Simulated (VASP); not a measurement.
Set up this calculation in VASP 6.6.1, as the native input.

* Task: single point
* Functional: LDA
* Potentials or basis: VASP PAW LDA potentials, release 64 (Ta_pv)
* Cutoff: 520 eV
* k mesh: 11 × 11 × 11
* Occupations: fermi-dirac, width 0.05 eV
* Spin: no spin polarisation
* Dipole correction: no
* Further INCAR settings: ALGO = Normal; EDIFF = 1e-06; NBANDS = 12

The structure of Ta lies in POSCAR:

```
Ta
1.0
   -1.6836662614      1.6836662614      1.6836662614
    1.6836662614     -1.6836662614      1.6836662614
    1.6836662614      1.6836662614     -1.6836662614
Ta
1
Direct
    0.0000000000      0.0000000000      0.0000000000
```

One way to write it, as run:

INCAR

```
PREC = Accurate
ENCUT = 520
EDIFF = 1E-6
ISMEAR = -1
SIGMA = 0.05
LREAL = False
LASPH = True
NELM = 80
ALGO = Normal
ISIF = 2
LWAVE = False
LCHARG = False
GGA = CA
NBANDS = 12
```

KPOINTS

```
regular mesh
0
Gamma
  11 11 11
```

Potentials or basis: VASP PAW LDA potentials, release 64 (Ta_pv).

Launch:

```console
$ cat potpaw_LDA.64/Ta_pv/POTCAR > POTCAR
$ mpirun -np 1 vasp_std > vasp.out
```

It gave:

```yaml
Pressure: -18.3 GPa
```

It took 6.3 s on 1 thread of Intel(R) Xeon(R) Platinum 8488C (Sapphire Rapids), on a shared host, peak memory 0.13 GiB.
